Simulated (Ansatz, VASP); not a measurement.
BN: VASP beside Ansatz

```
B N
1.0
     2.48835    0.00000    0.00000
    -1.24418    2.15498    0.00000
     0.00000    0.00000    6.97137
B N
2 2
Direct
  0.33333 0.66667 0.25000
  0.66667 0.33333 0.75000
  0.33333 0.66667 0.75000
  0.66667 0.33333 0.25000
```

Change from the starting cell: normal strain along x +0.0000, normal strain along z +0.0733.

Alike in both runs: functional LDA; k mesh 12 × 12 × 4; occupations gaussian, width 0.05 eV; no spin polarisation.

Ansatz relaxed the structure, and its values are those at the end. VASP's run is a single point on that final structure, the one shown.

|  | VASP | Ansatz |
| --- | --- | --- |
| version | VASP 6.6.1 | Ansatz 0.2.0 |
| potentials or method | VASP PAW LDA potentials, release 64 (B, N), cutoff 520 eV | scalar-relativistic, plane waves, PAW |
| valence electrons in the cell | 16 | 16 |

|  | VASP | Ansatz | Ansatz less VASP |
| --- | --- | --- | --- |
| gap on the k mesh at the Fermi level (eV) | 4.18 | 4.19 | +0.012 |
| least direct gap on the mesh (eV) | 4.56 | 4.56 | +0.006 |
| pressure (GPa) | 0.1 | -0.5 | -0.58 |

Ansatz warns that its potentials were made for another functional, while VASP's fit it. LDA's correlation is that of Perdew and Zunger in VASP and of Perdew and Wang (1992) in Ansatz. Ansatz's warnings: stress scf threshold loose.
